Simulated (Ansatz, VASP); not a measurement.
# One calculation of Sn, two programs

```xyz
2
Lattice="0.0000 3.2845 3.2845 3.2845 0.0000 3.2845 3.2845 3.2845 0.0000" Properties=species:S:1:pos:R:3 pbc="T T T"
Sn    0.0000    0.0000    0.0000
Sn    1.6422    1.6422    1.6422
```

Alike in both runs: task single point; functional PBE; k mesh 6 × 6 × 6; occupations fermi-dirac, width 0.02 eV; no spin polarisation.

|  | VASP | Ansatz |
| --- | --- | --- |
| version | VASP 6.6.1 | Ansatz 0.2.0 |
| potentials or method | VASP PAW PBE potentials, release 64 (Sn_d) | plane waves, PAW |
| plane-wave cutoff (eV) | 520 | 420 |
| valence electrons in the cell | 28 | 28 |

|  | VASP | Ansatz | Ansatz less VASP |
| --- | --- | --- | --- |
| pressure (GPa) | 1.5 | 1.6 | +0.05 |
